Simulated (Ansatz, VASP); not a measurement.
SnSe in VASP and in Ansatz

```
Sn Se
1.0
     0.00000    3.01000    3.01000
     3.01000    0.00000    3.01000
     3.01000    3.01000    0.00000
Sn Se
1 1
Direct
  0.00000 0.00000 0.00000
  0.50000 0.50000 0.50000
```

Alike in both runs: task single point; functional LDA; k mesh 5 × 5 × 5; no spin polarisation.

```csv
,VASP,Ansatz
version,VASP 6.6.1,Ansatz 0.2.0
potentials or method,"VASP PAW LDA potentials, release 64 (Sn_d, Se), cutoff 500 eV",all-electron (LAPW or listed datasets)
occupations,"gaussian, width 0.01 eV",fixed
```

```csv
,VASP,Ansatz,Ansatz less VASP
pressure (GPa),-3.4,-3.5,-0.09
```

LDA's correlation is that of Perdew and Zunger in VASP and of Perdew and Wang (1992) in Ansatz. Ansatz ran all-electron here, and VASP with PAW potentials.
